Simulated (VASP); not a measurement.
# BP (F-43m) in VASP: notebook, part 2 of 2

VASP 6.6.1. The steps go on from the part before.

## 4. Single point, BLYP

This run uses another cell than the first one, of 12.13 Å³/atom, 1.039 times its volume.

INCAR

```
SYSTEM = BP
PREC = Accurate ; ENCUT = 520
EDIFF = 1E-6 ; ISMEAR = 0
SIGMA = 0.05 ; LREAL = .False.
LASPH = .True. ; NELM = 100
ALGO = Normal ; ISIF = 2
LWAVE = .False. ; LCHARG = .True.
GGA = B5 ; ALDAX = 1.0
AGGAX = 1.0 ; AGGAC = 1.0
ALDAC = 0.0 ; LELF = .True.
LVHAR = .True. ; NBANDS = 11
```

KPOINTS

```
regular mesh
0
Gamma
  8 8 8
  0 0 0
```

POSCAR

```
BP
1.0
    0.0000000000      2.2978514906      2.2978514906
    2.2978514906      0.0000000000      2.2978514906
    2.2978514906      2.2978514906      0.0000000000
B P
1 1
Direct
    0.0000000000      0.0000000000      0.0000000000
    0.7500000000      0.7500000000      0.7500000000
```

Potentials or basis: VASP PAW PBE potentials, release 64 (B, P).

Launch:

```bash
$ cat potpaw_PBE.64/B/POTCAR potpaw_PBE.64/P/POTCAR > POTCAR
$ mpirun -np 1 vasp_std > vasp.out
```

OUTCAR:

```text
SYSTEM = BP
   PREC = Accurate
   ENCUT = 520
   EDIFF = 1E-6
   ISMEAR = 0
   LREAL = .False.
   LASPH = .True.
   NELM = 100
   ISIF = 2
   GGA = B5

 ion  position               nearest neighbor table
   1  0.000  0.000  0.000-   2 1.99   2 1.99   2 1.99   2 1.99
   2  0.750  0.750  0.750-   1 1.99   1 1.99   1 1.99   1 1.99

  LATTYP: Found a face centered cubic cell.
 ALAT       =     4.5957029812

  Lattice vectors:

 A1 = (   0.0000000000,   2.2978514906,   2.2978514906)
 A2 = (   2.2978514906,   0.0000000000,   2.2978514906)
 A3 = (   2.2978514906,   2.2978514906,   0.0000000000)

Analysis of symmetry for initial positions (statically):
=====================================================================
 Subroutine PRICEL returns:
 Original cell was already a primitive cell.

 Routine SETGRP: Setting up the symmetry group for a
 face centered cubic supercell.

 Subroutine GETGRP returns: Found 24 space group operations
 (whereof 24 operations were pure point group operations)
 out of a pool of 48 trial point group operations.

The static configuration has the point symmetry T_d .

Analysis of symmetry for dynamics (positions and initial velocities):
=====================================================================
 Subroutine PRICEL returns:
 Original cell was already a primitive cell.

 Routine SETGRP: Setting up the symmetry group for a
 face centered cubic supercell.

 Subroutine GETGRP returns: Found 24 space group operations
 (whereof 24 operations were pure point group operations)
 out of a pool of 48 trial point group operations.

The dynamic configuration has the point symmetry T_d .

 Subroutine INISYM returns: Found 24 space group operations
 (whereof 24 operations are pure point group operations),
 and found     1 'primitive' translations

----------------------------------------------------------------------------------------

                                     Primitive cell

  volume of cell :      24.2659

  direct lattice vectors                    reciprocal lattice vectors
[... 112 lines left out ...]
   GGA     = B5    functional components
   LHFCALC =     F    Hartree Fock is set to
   AEXX    =    0.0000 exact exchange contribution
   IVDW    =     0    specifies the selected vdW correction
   LEPSILON=     F    determine dielectric tensor
   LRPA    =     F    only Hartree local field effects (RPA)
 non-spin polarized calculation
 Gauss-broadening in eV      SIGMA  =   0.05
  energy-cutoff  :      520.00
  volume of cell :       24.27
 maximum number of plane-waves:       666
   NGX = 13   NGY = 13   NGZ = 13

 number of electron       7.9999999 magnetization

 Free energy of the ion-electron system (eV)
  ---------------------------------------------------
  ext. energy  EPLUGINS =         0.00000000
  ---------------------------------------------------
  free energy    TOTEN  =       -11.57877540 eV

  energy without entropy =      -11.57877540  energy(sigma->0) =      -11.57877540

 E-fermi :   7.6164     XC(G=0): -10.0645

 val. band max:        7.3394507692   @ k =   0.0000   0.0000   0.0000
 cond. band min:       8.9366712877   @ k =   0.3750   0.3750   0.0000
 fundamental gap:      1.5972205184
 Fermi energy:         7.6164194091

 k-point     1 :       0.0000    0.0000    0.0000
  band No.  band energies     occupation
      1      -7.6216      2.00000
      2       7.3395      2.00000
      3       7.3395      2.00000
      4       7.3395      2.00000
      5      10.8615      0.00000
      6      10.8615      0.00000
      7      10.8615      0.00000
      8      14.2146      0.00000
      9      19.0030      0.00000
     10      19.6249      0.00000
     11      19.6249      0.00000
[... 309 lines left out ...]
 k-point    24 :      -0.3750    0.2500    0.1250
  band No.  band energies     occupation
      1      -3.8783      2.00000
      2      -0.7048      2.00000
      3       3.0505      2.00000
      4       4.4331      2.00000
      5      11.7526      0.00000
      6      12.6133      0.00000
      7      15.5168      0.00000
      8      17.0290      0.00000
      9      17.8656      0.00000
     10      21.6735      0.00000
     11      24.2353      0.00000

 [... further k-points ...]
[... 5 lines left out ...]
  --------------------------------------------------------------------------------------
  -------------------------------------------------------------------------------------
  Total       -0.0212144     -0.0212144     -0.0212144     -0.0000000      0.0000000      0.0000000
  in kB       -1.4007010     -1.4007010     -1.4007010     -0.0000000      0.0000000      0.0000000
  external PRESSURE =      -1.4007010 kB  Pullay stress =       0.0000000 kB

 VOLUME and BASIS-vectors are now :
 -----------------------------------------------------------------------------
  energy-cutoff  :      520.00
  volume of cell :       24.27
      direct lattice vectors                 reciprocal lattice vectors
     0.000000000  2.297851491  2.297851491    -0.217594567  0.217594567  0.217594567
     2.297851491  0.000000000  2.297851491     0.217594567 -0.217594567  0.217594567
     2.297851491  2.297851491  0.000000000     0.217594567  0.217594567 -0.217594567

 POSITION                                       TOTAL-FORCE (eV/Angst)
 -----------------------------------------------------------------------------------
      0.00000      0.00000      0.00000        -0.000000     -0.000000     -0.000000
      3.44678      3.44678      3.44678         0.000000      0.000000      0.000000
 -----------------------------------------------------------------------------------
    total drift:                               -0.000000     -0.000000     -0.000000

  FREE ENERGIE OF THE ION-ELECTRON SYSTEM (eV)
  ---------------------------------------------------
  free  energy   TOTEN  =       -11.5787754019 eV

  energy  without entropy=      -11.5787754019  energy(sigma->0) =      -11.57877540
```

OSZICAR:

```text
N       E                     dE             d eps       ncg     rms          rms(c)
DAV:   1     0.106603072380E+02    0.10660E+02   -0.39828E+03   638   0.657E+02
DAV:   2    -0.116362600920E+02   -0.22297E+02   -0.21600E+02   858   0.110E+02
DAV:   3    -0.122426244297E+02   -0.60636E+00   -0.60495E+00   805   0.161E+01
DAV:   4    -0.122454378148E+02   -0.28134E-02   -0.28131E-02   723   0.130E+00
DAV:   5    -0.122454565072E+02   -0.18692E-04   -0.18692E-04   784   0.105E-01    0.594E+00
DAV:   6    -0.116706140958E+02    0.57484E+00   -0.14781E+00   710   0.527E+00    0.315E+00
DAV:   7    -0.115853007070E+02    0.85313E-01   -0.21522E-01   785   0.238E+00    0.129E+00
DAV:   8    -0.115783853844E+02    0.69153E-02   -0.39632E-02   766   0.109E+00    0.301E-01
DAV:   9    -0.115786916685E+02   -0.30628E-03   -0.98307E-04   749   0.207E-01    0.171E-01
DAV:  10    -0.115787726298E+02   -0.80961E-04   -0.23017E-04   683   0.110E-01    0.308E-02
DAV:  11    -0.115787744877E+02   -0.18579E-05   -0.43508E-06   818   0.162E-02    0.259E-02
DAV:  12    -0.115787754019E+02   -0.91426E-06   -0.19041E-06   672   0.832E-03
   1 F= -.11578775E+02 E0= -.11578775E+02  d E =-.779927E-17
```

stdout:

```text
POSCAR found type information on POSCAR B P
 POSCAR found :  2 types and       2 ions
 scaLAPACK will be used
 -----------------------------------------------------------------------------
|                                                                             |
|                                                                             |
|     You enforced a specific xc type in the INCAR file but a different       |
|     I HOPE YOU KNOW WHAT YOU ARE DOING!                                     |
|                                                                             |
 -----------------------------------------------------------------------------

 LDA part: xc-table for (Slater(with rela. corr.)+VWN5), standard interpolation
 POSCAR, INCAR and KPOINTS ok, starting setup
 FFT: planning ... GRIDC
 FFT: planning ... GRID_SOFT
 FFT: planning ... GRID
 WAVECAR not read
 entering main loop
```

Run time: 9.5 s. Hardware: 1 thread of Intel Xeon 6975P-C, shared host; peak memory 0.13 GiB.

What came out:

```yaml
Free_energy: -11.5788 eV
Pressure: -0.1 GPa
Band_gap_on_the_k_mesh: 1.60 eV, indirect (least direct gap 3.52 eV)
```

Caveat: the PAW data sets were made with another functional, which shifts forces and pressure a little.

## 5. The runs side by side

```tsv
cell	gap on the mesh (eV)	pressure (GPa)
a = 3.209 Å, angles 60.0°, 2 atoms	1.56	5.9
a = 3.251 Å, angles 60.0°, 2 atoms	1.60	-0.4
a = 3.250 Å, angles 60.0°, 2 atoms	1.60	-0.1
```

Alike in all rows: task single point; level BLYP; potentials or basis VASP PAW PBE potentials, release 64 (B, P); no spin polarisation; k mesh 8 × 8 × 8; cutoff (eV) 520; smearing gaussian 0.05 eV.

Caveats: the PAW data sets were made with another functional, which shifts forces and pressure a little.

Absolute energies hang on the potentials; compare differences alone.
